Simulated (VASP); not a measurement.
# Sr (Fm-3m) in VASP: notebook, part 3 of 3

VASP 6.6.1.

**5. Electric field gradients, LDA (volume scaled by 1.06)**

INCAR

```
SYSTEM = Sr
PREC = Accurate ; ENCUT = 520
EDIFF = 1E-8 ; ISMEAR = -1
SIGMA = 0.08 ; LREAL = .FALSE.
LASPH = .TRUE. ; NELM = 60
ALGO = Normal ; ISIF = 2
LWAVE = .FALSE. ; LCHARG = .FALSE.
GGA = CA ; LEFG = .TRUE.
NBANDS = 11
```

KPOINTS

```
regular mesh
0
G
  10 10 10
  0 0 0
```

POSCAR

```
Sr
1.0
    0.0000000000      3.1020190703      3.1020190703
    3.1020190703      0.0000000000      3.1020190703
    3.1020190703      3.1020190703      0.0000000000
Sr
1
Direct
    0.0000000000      0.0000000000      0.0000000000
```

Potentials or basis: VASP PAW LDA potentials, release 64 (Sr_sv).

On the command line:

```console
$ cat potpaw_LDA.64/Sr_sv/POTCAR > POTCAR
$ mpirun -np 1 vasp_std > vasp.out
```

OUTCAR:

```text
SYSTEM = Sr
   PREC = Accurate
   ENCUT = 520
   EDIFF = 1E-8
   ISMEAR = -1
   LREAL = .FALSE.
   LASPH = .TRUE.
   NELM = 60
   ISIF = 2
   GGA = CA

 ion  position               nearest neighbor table
   1  0.000  0.000  0.000-

  LATTYP: Found a face centered cubic cell.
 ALAT       =     6.2040381406

  Lattice vectors:

 A1 = (   0.0000000000,   3.1020190703,   3.1020190703)
 A2 = (   3.1020190703,   0.0000000000,   3.1020190703)
 A3 = (   3.1020190703,   3.1020190703,   0.0000000000)

Analysis of symmetry for initial positions (statically):
=====================================================================
 Subroutine PRICEL returns:
 Original cell was already a primitive cell.

 Routine SETGRP: Setting up the symmetry group for a
 face centered cubic supercell.

 Subroutine GETGRP returns: Found 48 space group operations
 (whereof 48 operations were pure point group operations)
 out of a pool of 48 trial point group operations.

The static configuration has the point symmetry O_h .

Analysis of symmetry for dynamics (positions and initial velocities):
=====================================================================
 Subroutine PRICEL returns:
 Original cell was already a primitive cell.

 Routine SETGRP: Setting up the symmetry group for a
 face centered cubic supercell.

 Subroutine GETGRP returns: Found 48 space group operations
 (whereof 48 operations were pure point group operations)
 out of a pool of 48 trial point group operations.

The dynamic configuration has the point symmetry O_h .

 Subroutine INISYM returns: Found 48 space group operations
 (whereof 48 operations are pure point group operations),
 and found     1 'primitive' translations

----------------------------------------------------------------------------------------

                                     Primitive cell

  volume of cell :      59.6985

  direct lattice vectors                    reciprocal lattice vectors
     0.000000000  3.102019070  3.102019070    -0.161185340  0.161185340  0.161185340
     3.102019070  0.000000000  3.102019070     0.161185340 -0.161185340  0.161185340
     3.102019070  3.102019070  0.000000000     0.161185340  0.161185340 -0.161185340

  length of vectors
     4.386917440  4.386917440  4.386917440     0.279181199  0.279181199  0.279181199

  position of ions in fractional coordinates (direct lattice)
     0.000000000  0.000000000  0.000000000

  ion indices of the primitive-cell ions
   primitive index   ion index
                 1           1

----------------------------------------------------------------------------------------

 KPOINTS: regular mesh

Automatic generation of k-mesh.
 Grid dimensions read from file:
 generate k-points for:   10   10   10

 Generating k-lattice:

[... 63 lines left out ...]
   EDIFFG = 0.1E-06   stopping-criterion for IOM
   NSW    =      0    number of steps for IOM
   IBRION =     -1    ionic relax: 0-MD 1-quasi-New 2-CG
   NFREE  =      0    steps in history (QN), initial steepest desc. (CG)
   ISIF   =      2    stress and relaxation
   ISYM   =      2    0-nonsym 1-usesym 2-fastsym
   POTIM  = 0.5000    time-step for ionic-motion
   TEBEG  =    0.0;   TEEND  =   0.0 temperature during run
   PSTRESS=    0.0 pullay stress
   NELECT =      10.0000    total number of electrons
   NUPDOWN=      -1.0000    fix difference up-down
   EMIN   =  10.00;   EMAX   =-10.00  energy-range for DOS
   EFERMI =   0.00;   METHOD = LEGACY
   ISMEAR =    -1;   SIGMA  =   0.08  broadening in eV -4-tet -1-fermi 0-gaus
   EFERMI_NEDOS =   21; number of points for ismear=-14 and -15
   IALGO  =     38    algorithm
   IMIX   =      4    mixing-type and parameters
     AMIX     =   0.40;   BMIX     =  1.00
     AMIX_MAG =   1.60;   BMIX_MAG =  1.00
  volume/ion in A,a.u.               =      59.70       402.87
  Fermi-wavevector in a.u.,A,eV,Ry     =   0.902444  1.705372 11.080661  0.814406
  Thomas-Fermi vector in A             =   2.025648
   LORBIT       =      0    0 simple, 1 ext, 2 COOP (PROOUT), +10 PAW based schemes
   GGA     = CA    functional components
   LHFCALC =     F    Hartree Fock is set to
   AEXX    =    0.0000 exact exchange contribution
   IVDW    =     0    specifies the selected vdW correction
   LEPSILON=     F    determine dielectric tensor
   LRPA    =     F    only Hartree local field effects (RPA)
 non-spin polarized calculation
  energy-cutoff  :      520.00
  volume of cell :       59.70
 maximum number of plane-waves:      1639
 NGX is ok and might be reduce to    36
   NGX = 17   NGY = 17   NGZ = 17

 number of electron      10.0000000 magnetization

 Free energy of the ion-electron system (eV)
  ---------------------------------------------------
  ext. energy  EPLUGINS =         0.00000000
  ---------------------------------------------------
  free energy    TOTEN  =        -1.83068307 eV

  energy without entropy =       -1.80165860  energy(sigma->0) =       -1.81617083

 E-fermi :   1.1493     XC(G=0):  -7.3050

 val. band max:        1.0875014525   @ k =  -0.4000   0.3000   0.0000
 cond. band min:       1.1622690986   @ k =  -0.3000   0.4000   0.1000
 fundamental gap:      0.0747676460
 Fermi energy:         1.1493493639

 k-point     1 :       0.0000    0.0000    0.0000
  band No.  band energies     occupation
      1     -35.4727      2.00000
      2     -17.4673      2.00000
      3     -17.4673      2.00000
      4     -17.4673      2.00000
      5      -2.3823      2.00000
      6       3.2995      0.00000
      7       3.2995      0.00000
      8       3.2995      0.00000
      9       4.6220      0.00000
     10       4.6220      0.00000
     11       8.0845      0.00000
[... 309 lines left out ...]
 k-point    24 :       0.4000    0.3000    0.0000
  band No.  band energies     occupation
      1     -35.4624      2.00000
      2     -17.5810      2.00000
      3     -17.5142      2.00000
      4     -17.5096      2.00000
      5      -0.2121      2.00000
      6       1.7589      0.00098
      7       2.4092      0.00000
      8       4.3426      0.00000
      9       4.6580      0.00000
     10       5.4828      0.00000
     11       6.8922      0.00000

 [... further k-points ...]
[... 5 lines left out ...]
  --------------------------------------------------------------------------------------
  -------------------------------------------------------------------------------------
  Total       -0.7376161     -0.7376161     -0.7376161      0.0000000      0.0000000     -0.0000000
  in kB      -19.7960062    -19.7960062    -19.7960062      0.0000000      0.0000000     -0.0000000
  external PRESSURE =     -19.7960062 kB  Pullay stress =       0.0000000 kB

 VOLUME and BASIS-vectors are now :
 -----------------------------------------------------------------------------
  energy-cutoff  :      520.00
  volume of cell :       59.70
      direct lattice vectors                 reciprocal lattice vectors
     0.000000000  3.102019070  3.102019070    -0.161185340  0.161185340  0.161185340
     3.102019070  0.000000000  3.102019070     0.161185340 -0.161185340  0.161185340
     3.102019070  3.102019070  0.000000000     0.161185340  0.161185340 -0.161185340

 POSITION                                       TOTAL-FORCE (eV/Angst)
 -----------------------------------------------------------------------------------
      0.00000      0.00000      0.00000         0.000000      0.000000      0.000000
 -----------------------------------------------------------------------------------
    total drift:                               -0.000000      0.000000      0.000000

  FREE ENERGIE OF THE ION-ELECTRON SYSTEM (eV)
  ---------------------------------------------------
  free  energy   TOTEN  =        -1.8306830696 eV

  energy  without entropy=       -1.8016586003  energy(sigma->0) =       -1.81617083

 Electric field gradients (V/A^2)
---------------------------------------------------------------------
 ion       V_xx      V_yy      V_zz      V_xy      V_xz      V_yz
---------------------------------------------------------------------
   1      -0.000     0.000     0.000    -0.000    -0.000    -0.000
---------------------------------------------------------------------

 Electric field gradients after diagonalization (V/A^2)
 (convention: |V_zz| > |V_xx| > |V_yy|)
----------------------------------------------------------------------
 ion       V_xx      V_yy      V_zz     asymmetry (V_yy - V_xx)/ V_zz
----------------------------------------------------------------------
   1       0.000     0.000    -0.000       0.000
----------------------------------------------------------------------

           NMR quadrupolar parameters

 Cq : quadrupolar parameter    Cq=e*Q*V_zz/h
 eta: asymmetry parameters     (V_yy - V_xx)/ V_zz
 Q  : nuclear electric quadrupole moment in mb (millibarn)
----------------------------------------------------------------------
 ion       Cq(MHz)       eta       Q (mb)
----------------------------------------------------------------------
   1      -0.000       0.000       1.000
----------------------------------------------------------------------
```

OSZICAR:

```text
N       E                     dE             d eps       ncg     rms          rms(c)
DAV:   1     0.389761301557E+02    0.38976E+02   -0.47230E+03  1034   0.774E+02
DAV:   2    -0.890768041359E-02   -0.38985E+02   -0.38143E+02  1219   0.160E+02
DAV:   3    -0.174282504314E+01   -0.17339E+01   -0.17120E+01  1551   0.248E+01
DAV:   4    -0.182916897045E+01   -0.86344E-01   -0.85844E-01  1319   0.476E+00
DAV:   5    -0.183093965068E+01   -0.17707E-02   -0.17704E-02  1489   0.594E-01    0.105E+01
DAV:   6    -0.183099300585E+01   -0.53355E-04   -0.68007E-03  1206   0.976E-01    0.587E+00
DAV:   7    -0.183073238670E+01    0.26062E-03   -0.10678E-02  1132   0.121E+00    0.288E-01
DAV:   8    -0.183065960542E+01    0.72781E-04   -0.15541E-03  1602   0.220E-01    0.612E-02
DAV:   9    -0.183067582348E+01   -0.16218E-04   -0.19751E-05  1247   0.340E-02    0.294E-02
DAV:  10    -0.183068266149E+01   -0.68380E-05   -0.60445E-06  1352   0.224E-02    0.101E-02
DAV:  11    -0.183068308596E+01   -0.42447E-06   -0.58699E-07  1294   0.694E-03    0.629E-03
DAV:  12    -0.183068307318E+01    0.12780E-07   -0.65950E-08  1727   0.180E-03    0.384E-03
DAV:  13    -0.183068306962E+01    0.35610E-08   -0.61839E-09   697   0.930E-04
   1 F= -.18306831E+01 E0= -.18161708E+01  d E =-.290245E-01
```

Wall time 16 s (1 thread of Intel Xeon Platinum 8488C (Sapphire Rapids), shared host); peak memory 0.18 GiB.

What came out:

| Quantity | Value |
| --- | --- |
| Free energy | -1.8307 eV |
| Pressure | -2.0 GPa |
| Band gap on the k mesh | zero (band 5 reaches 1.23 eV, above the bottom of band 6 at 1.17 eV) |

Levels at points of the mesh, in eV from the Fermi level:
| k point | band 1 | band 2 | band 3 | band 4 | band 5 | band 6 | band 7 | band 8 | band 9 | band 10 |
| --- | --- | --- | --- | --- | --- | --- | --- | --- | --- | --- |
| (0.00, 0.00, 0.00) | -36.62 | -18.62 | -18.62 | -18.62 | -3.53 | 2.15 | 2.15 | 2.15 | 3.47 | 3.47 |
| (0.50, 0.00, 0.00) | -36.61 | -18.77 | -18.64 | -18.64 | -1.13 | 0.04 | 2.02 | 2.02 | 4.42 | 4.42 |
| (0.50, 0.50, 0.00) | -36.61 | -18.76 | -18.67 | -18.67 | -0.58 | 0.35 | 0.94 | 4.42 | 4.69 | 4.69 |

Caveat: without QUAD_EFG the Cq values of the log hold for a quadrupole moment of 1 mb, not for the nuclei.

**6. Electric field gradients, LDA (volume scaled by 1.06)**

INCAR

```
  PREC = Accurate
  ENCUT = 520
  EDIFF = 1E-8
  ISMEAR = -1
  SIGMA = 0.08
  LREAL = False
  LASPH = True
  NELM = 80
  ALGO = Normal
  ISIF = 2
  LWAVE = False
  LCHARG = False
  LEFG = True
  NBANDS = 11
```

KPOINTS

```
Automatic mesh
0
Gamma
  10 10 10
```

POSCAR is that of step 5.

Potentials or basis: VASP PAW LDA potentials, release 64 (Sr_sv).

On the command line:

```console
$ cat potpaw_LDA.64/Sr_sv/POTCAR > POTCAR
$ mpirun -np 1 vasp_std > vasp.out
```

OUTCAR:

```text
PREC = Accurate
   ENCUT = 520
   EDIFF = 1E-8
   ISMEAR = -1
   LREAL = False
   LASPH = True
   NELM = 80
   ISIF = 2

 ion  position               nearest neighbor table
   1  0.000  0.000  0.000-

  LATTYP: Found a face centered cubic cell.
 ALAT       =     6.2040381406

  Lattice vectors:

 A1 = (   0.0000000000,   3.1020190703,   3.1020190703)
[... 542 lines left out ...]
 -----------------------------------------------------------------------------------
    total drift:                               -0.000000      0.000000      0.000000

  FREE ENERGIE OF THE ION-ELECTRON SYSTEM (eV)
  ---------------------------------------------------
  free  energy   TOTEN  =        -1.8306830696 eV

  energy  without entropy=       -1.8016586003  energy(sigma->0) =       -1.81617083

 Electric field gradients (V/A^2)
---------------------------------------------------------------------
 ion       V_xx      V_yy      V_zz      V_xy      V_xz      V_yz
---------------------------------------------------------------------
   1      -0.000     0.000     0.000    -0.000    -0.000    -0.000
---------------------------------------------------------------------

 Electric field gradients after diagonalization (V/A^2)
 (convention: |V_zz| > |V_xx| > |V_yy|)
----------------------------------------------------------------------
 ion       V_xx      V_yy      V_zz     asymmetry (V_yy - V_xx)/ V_zz
----------------------------------------------------------------------
   1       0.000     0.000    -0.000       0.000
----------------------------------------------------------------------

           NMR quadrupolar parameters

 Cq : quadrupolar parameter    Cq=e*Q*V_zz/h
 eta: asymmetry parameters     (V_yy - V_xx)/ V_zz
 Q  : nuclear electric quadrupole moment in mb (millibarn)
----------------------------------------------------------------------
 ion       Cq(MHz)       eta       Q (mb)
----------------------------------------------------------------------
   1      -0.000       0.000       1.000
----------------------------------------------------------------------
```

OSZICAR:

```text
N       E                     dE             d eps       ncg     rms          rms(c)
DAV:   1     0.389761301557E+02    0.38976E+02   -0.47230E+03  1034   0.774E+02
DAV:   2    -0.890768041359E-02   -0.38985E+02   -0.38143E+02  1219   0.160E+02
DAV:   3    -0.174282504314E+01   -0.17339E+01   -0.17120E+01  1551   0.248E+01
DAV:   4    -0.182916897045E+01   -0.86344E-01   -0.85844E-01  1319   0.476E+00
DAV:   5    -0.183093965068E+01   -0.17707E-02   -0.17704E-02  1489   0.594E-01    0.105E+01
DAV:   6    -0.183099300585E+01   -0.53355E-04   -0.68007E-03  1206   0.976E-01    0.587E+00
DAV:   7    -0.183073238670E+01    0.26062E-03   -0.10678E-02  1132   0.121E+00    0.288E-01
DAV:   8    -0.183065960542E+01    0.72781E-04   -0.15541E-03  1602   0.220E-01    0.612E-02
DAV:   9    -0.183067582348E+01   -0.16218E-04   -0.19751E-05  1247   0.340E-02    0.294E-02
DAV:  10    -0.183068266149E+01   -0.68380E-05   -0.60445E-06  1352   0.224E-02    0.101E-02
DAV:  11    -0.183068308596E+01   -0.42447E-06   -0.58699E-07  1294   0.694E-03    0.629E-03
DAV:  12    -0.183068307318E+01    0.12780E-07   -0.65950E-08  1727   0.180E-03    0.384E-03
DAV:  13    -0.183068306962E+01    0.35610E-08   -0.61839E-09   697   0.930E-04
   1 F= -.18306831E+01 E0= -.18161708E+01  d E =-.290245E-01
```

Run time: 17 s. Hardware: 1 thread of Intel Xeon Platinum 8488C (Sapphire Rapids), shared host; peak memory 0.18 GiB.

Results:

```yaml
Free_energy: -1.8307 eV
Pressure: -2.0 GPa
Band_gap_on_the_k_mesh: zero (band 5 reaches 1.23 eV, above the bottom of band 6 at 1.17 eV)
```

Caveat: without QUAD_EFG the Cq values of the log hold for a quadrupole moment of 1 mb, not for the nuclei.

**7. Overview**

```tsv
cell	gap on the mesh (eV)	pressure (GPa)
a = 4.288 Å, angles 60.0°, 1 atom	none	-1.5
a = 4.331 Å, angles 60.0°, 1 atom	none	-1.7
a = 4.387 Å, angles 60.0°, 1 atom	none	-2.0
```

Alike in all rows: task electric field gradients; level LDA; potentials or basis VASP PAW LDA potentials, release 64 (Sr_sv); no spin polarisation; k mesh 10 × 10 × 10; cutoff (eV) 520; smearing fermi-dirac 0.08 eV.

Total energies depend on the potentials used, so only differences within one code and one set of settings carry meaning.
